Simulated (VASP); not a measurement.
Runs of VASP 6.6.1 on CaSe. The structure is that of space group I-4m2 (No. 119), or close to it. The cells are those of the table. 

| level | cell | k mesh | smearing | grid for exact exchange (PRECFOCK) | share of exact exchange | screening parameter | gap on the mesh (eV) | pressure (GPa) |
| --- | --- | --- | --- | --- | --- | --- | --- | --- |
| PBE | a = 4.552, b = 4.552, c = 4.824 Å, angles 58.0, 58.0, 64.0°, 2 atoms | 6 × 6 × 6 | fermi-dirac 0.02 eV | - | - | - | 3.05 | 0.4 |
| r2SCAN | a = 4.746, b = 4.746, c = 4.852 Å, angles 59.3, 59.3, 61.5°, 2 atoms | 6 × 6 × 6 | gaussian 0.01 eV | - | - | - | (d) | (b) |
| PBE | a = 4.746, b = 4.746, c = 4.852 Å, angles 59.3, 59.3, 61.5°, 2 atoms | 6 × 6 × 6 | fermi-dirac 0.02 eV | - | - | - | 2.88 | -2.1 |
| r2SCAN | a = 4.552, b = 4.552, c = 4.824 Å, angles 58.0, 58.0, 64.0°, 2 atoms | 6 × 6 × 6 | gaussian 0.01 eV | - | - | - | 3.53 | 0.1 |
| HSE06 | a = 4.552, b = 4.552, c = 4.824 Å, angles 58.0, 58.0, 64.0°, 2 atoms | 4 × 4 × 4 | gaussian 0.01 eV | Normal | 0.25 | 0.2079 1/Å | (c) | 0.2 |
| PBE | a = 4.638, b = 4.774, c = 4.774 Å, angles 58.1, 60.9, 60.9°, 2 atoms | 6 × 6 × 6 | fermi-dirac 0.02 eV | - | - | - | 2.94 | (a) |
| r2SCAN | a = 4.638, b = 4.774, c = 4.774 Å, angles 58.1, 60.9, 60.9°, 2 atoms | 6 × 6 × 6 | gaussian 0.01 eV | - | - | - | 3.41 | -1.7 |

Alike in all rows: task single point; potentials or basis VASP PAW PBE potentials, release 64 (Ca_sv, Se); no spin polarisation; cutoff (eV) 520.

Problem. Estimate the missing entries.

Solution. (a) -1.3; (b) -2.6; (c) 3.92; (d) 3.34.

Caveats: the structure was generated, so it needn't be the stable form of CaSe; the PAW data sets were made with another functional, which shifts forces and pressure a little (at least some runs).

A k mesh can miss the band edges, and the runs leave out spin-orbit coupling on Se.
